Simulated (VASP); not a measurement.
A run of VASP 6.6.1:

The input POSCAR:

```
Be2C
1.0
    0.0000000000      2.2028588698      2.2028588698
    2.2028588698      0.0000000000      2.2028588698
    2.2028588698      2.2028588698      0.0000000000
Be C
2 1
Direct
    0.7500000000      0.7500000000      0.7500000000
    0.2500000000      0.2500000000      0.2500000000
    0.0000000000      0.0000000000      0.0000000000
```

The input INCAR.step1:

```
ALGO = Normal ; EDIFF = 1E-5
ENCUT = 660 ; GGA = PE
GGA_COMPAT = False ; ISMEAR = 0
LASPH = True ; LCHARG = False
LREAL = False ; LWAVE = True
NBANDS = 11 ; NELM = 120
PREC = Accurate ; SIGMA = 0.01
```

INCAR.step2

```
ALGO = Normal ; EDIFF = 1E-6
ENCUT = 660 ; GGA_COMPAT = False
ISIF = 2 ; ISMEAR = 0
ISTART = 1 ; LASPH = True
LCHARG = True ; LELF = True
LMIXTAU = True ; LREAL = False
LVHAR = True ; LWAVE = False
METAGGA = R2SCAN ; NBANDS = 11
NELM = 120 ; PREC = Accurate
SIGMA = 0.01
```

File KPOINTS:

```
k-points
0
Gamma
  8 8 8
```

Potentials or basis: VASP PAW PBE potentials, release 64 (Be, C).

Run with:

```sh
$ cat potpaw_PBE.64/Be/POTCAR potpaw_PBE.64/C/POTCAR > POTCAR
$ cp INCAR.step1 INCAR
$ mpirun -np 1 vasp_std > vasp.out
$ cp INCAR.step2 INCAR
$ mpirun -np 1 vasp_std > vasp.out
```

Hardware: 1 thread of Intel Xeon 8259CL, with other jobs on the host.

**Question.** How long does it take, and how much memory?

**Answer.** Run time: 80 s on 1 thread of Intel Xeon 8259CL (shared host), peak memory 0.16 GiB. Counts: k points 29.
